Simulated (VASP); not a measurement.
# MnSb (P6_3/mmc) in VASP: notebook

Aim: see how the results for MnSb move with the level of theory and the settings. Levels: BLYP, PBE, revPBE. Tasks: single point.

Everything below comes from runs of VASP 6.6.1. Logs are shortened: lines on timing, memory, paths and dates and some standing lists are left out, and cuts for length are marked.

**1. The cell of the first run**

Symmetry: P6_3/mmc, No. 194, hexagonal system. The conventional cell has a = 4.150 Å, b = 4.150 Å, c = 5.780 Å, α = 90.00°, β = 90.00°, γ = 120.00°. Sb (site symmetry -6m2) has 6 Mn at 2.80 Å within 3.7 Å. Within 3.7 Å of Mn (site symmetry -3m) lie 6 Sb at 2.80 Å and 2 Mn at 2.89 Å.

**2. Single point, BLYP, collinear spin, ferromagnetic start**

The input, INCAR:

```
PREC = Accurate ; ENCUT = 520
EDIFF = 1E-6 ; ISMEAR = -1
SIGMA = 0.05 ; LREAL = F
LASPH = T ; NELM = 150
ALGO = Normal ; ISIF = 2
LWAVE = F ; LCHARG = F
ISPIN = 2 ; MAGMOM = 0 0 4 4
LORBIT = 11 ; LMAXMIX = 4
GGA = B5 ; ALDAX = 1.0
AGGAX = 1.0 ; AGGAC = 1.0
ALDAC = 0.0 ; NBANDS = 30
```

The input, KPOINTS:

```
regular mesh
0
Gamma
  7 7 5
```

The input, POSCAR:

```
MnSb
1.0
    4.1500000000      0.0000000000      0.0000000000
   -2.0750000000      3.5940054257      0.0000000000
    0.0000000000      0.0000000000      5.7800000000
Sb Mn
2 2
Direct
    0.6666666667      0.3333333333      0.7500000000
    0.3333333333      0.6666666667      0.2500000000
    0.0000000000      0.0000000000      0.5000000000
    0.0000000000      0.0000000000      0.0000000000
```

Potentials or basis: VASP PAW PBE potentials, release 64 (Sb, Mn_pv).

The run is started by

```
$ cat potpaw_PBE.64/Sb/POTCAR potpaw_PBE.64/Mn_pv/POTCAR > POTCAR
$ mpirun -np 1 vasp_std > vasp.out
```

OUTCAR:

```text
PREC = Accurate
   ENCUT = 520
   EDIFF = 1E-6
   ISMEAR = -1
   LREAL = F
   LASPH = T
   NELM = 150
   ISIF = 2
   ISPIN = 2
   LORBIT = 11
   GGA = B5

 ion  position               nearest neighbor table
   1  0.667  0.333  0.750-   3 2.80   4 2.80   3 2.80   4 2.80   3 2.80   4 2.80   2 3.75   2 3.75
                             2 3.75   2 3.75   2 3.75   2 3.75
   2  0.333  0.667  0.250-   3 2.80   4 2.80   3 2.80   4 2.80   3 2.80   4 2.80   1 3.75   1 3.75
                             1 3.75   1 3.75   1 3.75   1 3.75
   3  0.000  0.000  0.500-   1 2.80   2 2.80   2 2.80   1 2.80   1 2.80   2 2.80   4 2.89   4 2.89

   4  0.000  0.000  0.000-   1 2.80   2 2.80   2 2.80   1 2.80   1 2.80   2 2.80   3 2.89   3 2.89

  LATTYP: Found a hexagonal cell.
 ALAT       =     4.1500000000
 C/A-ratio  =     1.3927710843

  Lattice vectors:

 A1 = (   4.1500000000,   0.0000000000,   0.0000000000)
 A2 = (  -2.0750000000,   3.5940054257,   0.0000000000)
 A3 = (   0.0000000000,   0.0000000000,   5.7800000000)

Analysis of symmetry for initial positions (statically):
=====================================================================
 Subroutine PRICEL returns:
 Original cell was already a primitive cell.

 Routine SETGRP: Setting up the symmetry group for a
 hexagonal supercell.

 Subroutine GETGRP returns: Found 24 space group operations
 (whereof 12 operations were pure point group operations)
 out of a pool of 24 trial point group operations.

The static configuration has the point symmetry D_3d.
 The point group associated with its full space group is D_6h.

Analysis of symmetry for dynamics (positions and initial velocities):
=====================================================================
 Subroutine PRICEL returns:
 Original cell was already a primitive cell.

 Routine SETGRP: Setting up the symmetry group for a
 hexagonal supercell.

 Subroutine GETGRP returns: Found 24 space group operations
 (whereof 12 operations were pure point group operations)
 out of a pool of 24 trial point group operations.

The dynamic configuration has the point symmetry D_3d.
 The point group associated with its full space group is D_6h.

Analysis of structural, dynamic, and magnetic symmetry:
=====================================================================
 Subroutine PRICEL returns:
 Original cell was already a primitive cell.

 Routine SETGRP: Setting up the symmetry group for a
 hexagonal supercell.

 Subroutine GETGRP returns: Found 24 space group operations
 (whereof 12 operations were pure point group operations)
 out of a pool of 24 trial point group operations.

The overall configuration has the point symmetry D_3d.
 The point group associated with its full space group is D_6h.

 Subroutine INISYM returns: Found 24 space group operations
 (whereof 12 operations are pure point group operations),
 and found     1 'primitive' translations

----------------------------------------------------------------------------------------

                                     Primitive cell

  volume of cell :      86.2094

  direct lattice vectors                    reciprocal lattice vectors
     4.150000000  0.000000000  0.000000000     0.240963855  0.139120547  0.000000000
    -2.075000000  3.594005426  0.000000000     0.000000000  0.278241094  0.000000000
     0.000000000  0.000000000  5.780000000     0.000000000  0.000000000  0.173010381

  length of vectors
     4.150000000  4.150000000  5.780000000     0.278241094  0.278241094  0.173010381

  position of ions in fractional coordinates (direct lattice)
     0.666666667  0.333333333  0.750000000
     0.333333333  0.666666667  0.250000000
     0.000000000  0.000000000  0.500000000
     0.000000000  0.000000000  0.000000000

  ion indices of the primitive-cell ions
   primitive index   ion index
                 1           1
                 2           2
                 3           3
                 4           4

----------------------------------------------------------------------------------------

 KPOINTS: regular mesh

Automatic generation of k-mesh.
 Grid dimensions read from file:
 generate k-points for:    7    7    5

 Generating k-lattice:

  Cartesian coordinates                     Fractional coordinates (reciprocal lattice)
     0.034423408  0.019874364  0.000000000     0.142857143  0.000000000  0.000000000
     0.000000000  0.039748728  0.000000000     0.000000000  0.142857143  0.000000000
     0.000000000  0.000000000  0.034602076     0.000000000  0.000000000  0.200000000

  Length of vectors
     0.039748728  0.039748728  0.034602076

  Shift w.r.t. Gamma in fractional coordinates (k-lattice)
     0.000000000  0.000000000  0.000000000

 Subroutine IBZKPT returns following result:
 ===========================================

 Found     24 irreducible k-points:

 Following reciprocal coordinates:
            Coordinates               Weight
  0.000000  0.000000  0.000000      1.000000
  0.142857  0.000000  0.000000      6.000000
  0.285714  0.000000  0.000000      6.000000
  0.428571 -0.000000  0.000000      6.000000
  0.142857  0.142857  0.000000      6.000000
  0.285714  0.142857  0.000000     12.000000
[... 16 lines left out ...]
  0.428571  0.142857  0.400000     12.000000
  0.285714  0.285714  0.400000     12.000000
   k-points           NKPTS =     24   k-points in BZ     NKDIM =     24   number of bands    NBANDS=     30
   number of dos      NEDOS =    301   number of ions     NIONS =      4
   total plane-waves  NPLWV =  49152
   dimension x,y,z NGX =    32 NGY =   32 NGZ =   48
   dimension x,y,z NGXF=    64 NGYF=   64 NGZF=   96
   ions per type =               2   2
   NGX,Y,Z   is equivalent  to a cutoff of  12.82, 12.82, 13.81 a.u.
   NGXF,Y,Z  is equivalent  to a cutoff of  25.64, 25.64, 27.61 a.u.
 SYSTEM =  unknown system
   PREC   = accura    normal or accurate (medium, high low for compatibility)
   ISTART =      0    job   : 0-new  1-cont  2-samecut
   ICHARG =      2    charge: 1-file 2-atom 10-const
   ISPIN  =      2    spin polarized calculation?
   LNONCOLLINEAR =      F non collinear calculations
   LSORBIT =      F    spin-orbit coupling
   LASPH  =      T    aspherical Exc in radial PAW
   ENCUT  =  520.0 eV  38.22 Ry    6.18 a.u.   7.72  7.72 10.75*2*pi/ulx,y,z
   NELM   =    150;   NELMIN=  2; NELMDL= -5     # of ELM steps
   EDIFF  = 0.1E-05   stopping-criterion for ELM
   LREAL  =      F    real-space projection
   EDIFFG = 0.1E-04   stopping-criterion for IOM
   NSW    =      0    number of steps for IOM
   IBRION =     -1    ionic relax: 0-MD 1-quasi-New 2-CG
   NFREE  =      0    steps in history (QN), initial steepest desc. (CG)
   ISIF   =      2    stress and relaxation
   ISYM   =      2    0-nonsym 1-usesym 2-fastsym
   POTIM  = 0.5000    time-step for ionic-motion
   TEBEG  =    0.0;   TEEND  =   0.0 temperature during run
   PSTRESS=    0.0 pullay stress
   NELECT =      36.0000    total number of electrons
   NUPDOWN=      -1.0000    fix difference up-down
   EMIN   =  10.00;   EMAX   =-10.00  energy-range for DOS
   EFERMI =   0.00;   METHOD = LEGACY
   ISMEAR =    -1;   SIGMA  =   0.05  broadening in eV -4-tet -1-fermi 0-gaus
   EFERMI_NEDOS =   21; number of points for ismear=-14 and -15
   IALGO  =     38    algorithm
   IMIX   =      4    mixing-type and parameters
     AMIX     =   0.40;   BMIX     =  1.00
     AMIX_MAG =   1.60;   BMIX_MAG =  1.00
  volume/ion in A,a.u.               =      21.55       145.44
  Fermi-wavevector in a.u.,A,eV,Ry     =   1.223651  2.312364 20.372288  1.497321
  Thomas-Fermi vector in A             =   2.358754
   LORBIT       =     11    0 simple, 1 ext, 2 COOP (PROOUT), +10 PAW based schemes
   GGA     = B5    functional components
   LHFCALC =     F    Hartree Fock is set to
   AEXX    =    0.0000 exact exchange contribution
   IVDW    =     0    specifies the selected vdW correction
   LEPSILON=     F    determine dielectric tensor
   LRPA    =     F    only Hartree local field effects (RPA)
 spin polarized calculation
  energy-cutoff  :      520.00
  volume of cell :       86.21
 maximum number of plane-waves:      2350
 NGX is ok and might be reduce to    32
   NGX = 15   NGY = 15   NGZ = 21

 number of electron      36.0000010 magnetization       6.5336636

 Free energy of the ion-electron system (eV)
  ---------------------------------------------------
  ext. energy  EPLUGINS =         0.00000000
  ---------------------------------------------------
  free energy    TOTEN  =       -22.53827206 eV

  energy without entropy =      -22.51775547  energy(sigma->0) =      -22.52801376

 E-fermi :   8.1195     XC(G=0):  -9.9722

 val. band max:        8.1029362197   @ k =   0.1429   0.1429   0.4000
 cond. band min:       8.1415400237   @ k =   0.0000   0.0000   0.2000
 fundamental gap:      0.0386038040
 Fermi energy:         8.1195145861

 spin component 1

 k-point     1 :       0.0000    0.0000    0.0000
  band No.  band energies     occupation
      1     -41.5595      1.00000
      2     -41.5595      1.00000
      3     -41.5520      1.00000
      4     -41.5520      1.00000
      5     -41.3160      1.00000
      6     -41.2357      1.00000
[... 22 lines left out ...]
     29      15.5158      0.00000
     30      15.5158      0.00000

 k-point     2 :       0.1429    0.0000    0.0000
  band No.  band energies     occupation
      1     -41.5598      1.00000
      2     -41.5596      1.00000
      3     -41.5522      1.00000
      4     -41.5520      1.00000
      5     -41.3160      1.00000
      6     -41.2357      1.00000
[... 22 lines left out ...]
     29      14.5445      0.00000
     30      14.7379      0.00000

 k-point     3 :       0.2857    0.0000    0.0000
  band No.  band energies     occupation
      1     -41.5606      1.00000
      2     -41.5598      1.00000
      3     -41.5528      1.00000
      4     -41.5521      1.00000
      5     -41.3158      1.00000
      6     -41.2356      1.00000
[... 659 lines left out ...]
      6     -41.2633      1.00000
[... 22 lines left out ...]
     29      15.2129      0.00000
     30      17.1059      0.00000

 k-point    24 :       0.2857    0.2857    0.4000
  band No.  band energies     occupation
      1     -41.5582      1.00000
      2     -41.5578      1.00000
      3     -41.5557      1.00000
      4     -41.5553      1.00000
      5     -41.2880      1.00000
      6     -41.2632      1.00000
[... 22 lines left out ...]
     29      15.8156      0.00000
     30      16.1084      0.00000
 Fermi energy:         8.1195145861

 spin component 2

 k-point     1 :       0.0000    0.0000    0.0000
  band No.  band energies     occupation
      1     -38.1034      1.00000
      2     -38.1034      1.00000
      3     -38.0941      1.00000
      4     -38.0941      1.00000
      5     -38.0312      1.00000
      6     -37.9353      1.00000
[... 22 lines left out ...]
     29      16.2754      0.00000
     30      16.2754      0.00000

 k-point     2 :       0.1429    0.0000    0.0000
  band No.  band energies     occupation
      1     -38.1039      1.00000
      2     -38.1035      1.00000
      3     -38.0945      1.00000
      4     -38.0942      1.00000
      5     -38.0311      1.00000
      6     -37.9352      1.00000
[... 22 lines left out ...]
     29      14.9263      0.00000
     30      15.3892      0.00000

 k-point     3 :       0.2857    0.0000    0.0000
  band No.  band energies     occupation
      1     -38.1049      1.00000
      2     -38.1038      1.00000
      3     -38.0952      1.00000
      4     -38.0943      1.00000
      5     -38.0308      1.00000
      6     -37.9351      1.00000
[... 682 lines left out ...]
     29      15.6565      0.00000
     30      17.6476      0.00000

 k-point    24 :       0.2857    0.2857    0.4000
  band No.  band energies     occupation
      1     -38.1020      1.00000
      2     -38.1014      1.00000
      3     -38.0989      1.00000
      4     -38.0984      1.00000
      5     -37.9976      1.00000
      6     -37.9681      1.00000
[... 22 lines left out ...]
     29      16.1317      0.00000
     30      16.4930      0.00000

------------------------ aborting loop because EDIFF is reached ----------------------------------------

  FORCE on cell =-STRESS in cart. coord.  units (eV):
  Direction    XX          YY          ZZ          XY          YZ          ZX
  --------------------------------------------------------------------------------------
  -------------------------------------------------------------------------------------
  Total        0.8136732      0.8136732      0.3299255      0.0000000      0.0000000      0.0000000
  in kB       15.1218857     15.1218857      6.1315712      0.0000000      0.0000000      0.0000000
  external PRESSURE =      12.1251142 kB  Pullay stress =       0.0000000 kB

 VOLUME and BASIS-vectors are now :
 -----------------------------------------------------------------------------
  energy-cutoff  :      520.00
  volume of cell :       86.21
      direct lattice vectors                 reciprocal lattice vectors
     4.150000000  0.000000000  0.000000000     0.240963855  0.139120547  0.000000000
    -2.075000000  3.594005426  0.000000000     0.000000000  0.278241094  0.000000000
     0.000000000  0.000000000  5.780000000     0.000000000  0.000000000  0.173010381

 POSITION                                       TOTAL-FORCE (eV/Angst)
 -----------------------------------------------------------------------------------
      2.07500      1.19800      4.33500        -0.000000     -0.000000      0.000000
     -0.00000      2.39600      1.44500         0.000000      0.000000      0.000000
      0.00000      0.00000      2.89000        -0.000000      0.000000      0.000000
      0.00000      0.00000      0.00000        -0.000000      0.000000      0.000000
 -----------------------------------------------------------------------------------
    total drift:                               -0.000000      0.000000      0.000000

  FREE ENERGIE OF THE ION-ELECTRON SYSTEM (eV)
  ---------------------------------------------------
  free  energy   TOTEN  =       -22.5382720559 eV

  energy  without entropy=      -22.5177554712  energy(sigma->0) =      -22.52801376

 total charge

# of ion       s       p       d       tot
------------------------------------------
    1        1.164   1.291   0.039   2.493
    2        1.164   1.291   0.039   2.493
    3        0.276   6.206   5.088  11.570
    4        0.276   6.206   5.088  11.570
--------------------------------------------------
tot          2.879  14.994  10.255  28.128

 magnetization (x)

# of ion       s       p       d       tot
------------------------------------------
    1        0.012  -0.136   0.005  -0.118
    2        0.012  -0.136   0.005  -0.118
    3        0.032   0.020   3.253   3.306
    4        0.032   0.020   3.253   3.306
--------------------------------------------------
tot          0.089  -0.231   6.518   6.375
```

Wall time 2.3 min (1 thread of Intel Xeon Platinum 8488C (Sapphire Rapids), shared host); peak memory 0.3 GiB.

What came out:

```yaml
Free_energy: -22.5383 eV
Pressure: 1.2 GPa
Net_moment: 6.53 μB per cell
Site_moments: Sb -0.12; Mn +3.31 μB
Valence_electrons_inside_the_program's_atomic_spheres: Sb 2.49; Mn 11.57
```

Caveat: the PAW data sets were made with another functional, which shifts forces and pressure a little; spin-orbit coupling is left out, which moves the levels of the heavy elements; only a ferromagnetic start was run, and an antiferromagnetic order may lie lower in energy.

**3. Single point, PBE, collinear spin, ferromagnetic start**

The input, INCAR:

```
SYSTEM = MnSb
PREC     = Accurate       ! precision mode
ENCUT    = 520            ! plane-wave cutoff, eV
EDIFF    = 1E-6           ! SCF threshold, eV
ISMEAR   = 0              ! smearing method
SIGMA    = 0.012          ! smearing width, eV
LREAL    = .False.        ! projectors in reciprocal space
LASPH    = .True.         ! aspherical terms in the spheres
NELM     = 150            ! most SCF steps
ALGO     = Normal         ! electronic algorithm
ISIF     = 2              ! what is computed and relaxed
LWAVE    = .False.        ! write WAVECAR
LCHARG   = .False.        ! write CHGCAR
ISPIN    = 2              ! spin polarisation
MAGMOM   = 0 0 4 4        ! initial moments
LORBIT   = 11             ! projections on sites
LMAXMIX  = 4              ! l up to which the mixer works
GGA      = PE             ! functional
NBANDS   = 30             ! bands
```

The input, KPOINTS:

```
Automatic mesh
0
Gamma
  7 7 5
  0 0 0
```

POSCAR is that of step 2.

Potentials or basis: VASP PAW PBE potentials, release 64 (Sb, Mn_pv).

The run is started by

```
$ cat potpaw_PBE.64/Sb/POTCAR potpaw_PBE.64/Mn_pv/POTCAR > POTCAR
$ mpirun -np 1 vasp_std > vasp.out
```

It took 2 min on 1 thread of Intel Xeon Platinum 8488C (Sapphire Rapids), shared host; peak memory 0.3 GiB.

It converged, with:

```
Free energy                                           : -26.3106 eV
Pressure                                              : -3.4 GPa
Net moment                                            : 6.69 μB per cell
Site moments                                          : Sb -0.13; Mn +3.40 μB
Valence electrons inside the program's atomic spheres : Sb 2.44; Mn 11.51
```

Stress tensor (GPa, compression positive):
```
-3.01  0.00  0.00
 0.00 -3.01  0.00
 0.00  0.00 -4.23
```

Levels at points of the mesh, in eV from the Fermi level:
Spin up:
```csv
k point,band 18,band 19,band 20,band 21,band 22,band 23,band 24,band 25
"(0.00, 0.00, 0.00)",-1.85,-0.50,0.52,0.52,2.29,2.29,2.65,3.04
```
Spin down:
```
           k point  band 12  band 13  band 14  band 15  band 16  band 17  band 18  band 19
(0.00, 0.00, 0.00)    -0.87     0.04     0.04     0.33     0.33     0.58     0.58     1.47
```

Caveat: spin-orbit coupling is left out, which moves the levels of the heavy elements; only a ferromagnetic start was run, and an antiferromagnetic order may lie lower in energy.

**4. Single point, BLYP, collinear spin, ferromagnetic start**

This run uses another cell than the first one, of 22.03 Å³/atom, 1.022 times its volume.

The input, INCAR:

```
  PREC = Accurate
  ENCUT = 520
  EDIFF = 1E-6
  ISMEAR = -1
  SIGMA = 0.05
  LREAL = F
  LASPH = T
  NELM = 150
  ALGO = Normal
  ISIF = 2
  LWAVE = F
  LCHARG = T
  ISPIN = 2
  MAGMOM = 0 0 4 4
  LORBIT = 11
  LMAXMIX = 4
  GGA = B5
  ALDAX = 1.0
  AGGAX = 1.0
  AGGAC = 1.0
  ALDAC = 0.0
  LELF = T
  LVHAR = T
  NBANDS = 30
```

The input, KPOINTS:

```
Automatic mesh
0
Gamma
  7 7 5
```

The input, POSCAR:

```
MnSb
1.0
    4.1974127761      0.0000000000      0.0000000000
   -2.0987063880      3.6350660942      0.0000000000
    0.0000000000      0.0000000000      5.7740992883
Sb Mn
2 2
Direct
    0.6666666667      0.3333333333      0.7500000000
    0.3333333333      0.6666666667      0.2500000000
    0.0000000000      0.0000000000      0.5000000000
    0.0000000000      0.0000000000      0.0000000000
```

The run is started by

```
$ cat potpaw_PBE.64/Sb/POTCAR potpaw_PBE.64/Mn_pv/POTCAR > POTCAR
$ mpirun -np 1 vasp_std > vasp.out
```

It took 2.2 min on 1 thread of Intel Xeon Platinum 8488C (Sapphire Rapids), shared host; peak memory 0.3 GiB.

Results (log left out):

- Free energy: -22.5482 eV
- Pressure: 0.1 GPa
- Net moment: 6.65 μB per cell
- Site moments: Sb -0.12; Mn +3.36 μB
- Valence electrons inside the program's atomic spheres: Sb 2.48; Mn 11.55

Levels at points of the mesh, in eV from the Fermi level:
Spin up:
```csv
k point,band 17,band 18,band 19,band 20,band 21,band 22,band 23,band 24,band 25,band 26
"(0.00, 0.00, 0.00)",-1.77,-1.77,-0.45,0.43,0.43,2.14,2.14,2.49,3.17,4.04
```
Spin down:
```tsv
k point	band 11	band 12	band 13	band 14	band 15	band 16	band 17	band 18	band 19	band 20
(0.00, 0.00, 0.00)	-2.45	-0.92	-0.02	-0.02	0.23	0.23	0.45	0.45	1.35	1.35
```

Caveat: the PAW data sets were made with another functional, which shifts forces and pressure a little; spin-orbit coupling is left out, which moves the levels of the heavy elements; only a ferromagnetic start was run, and an antiferromagnetic order may lie lower in energy.

[end of part 1 of 2]
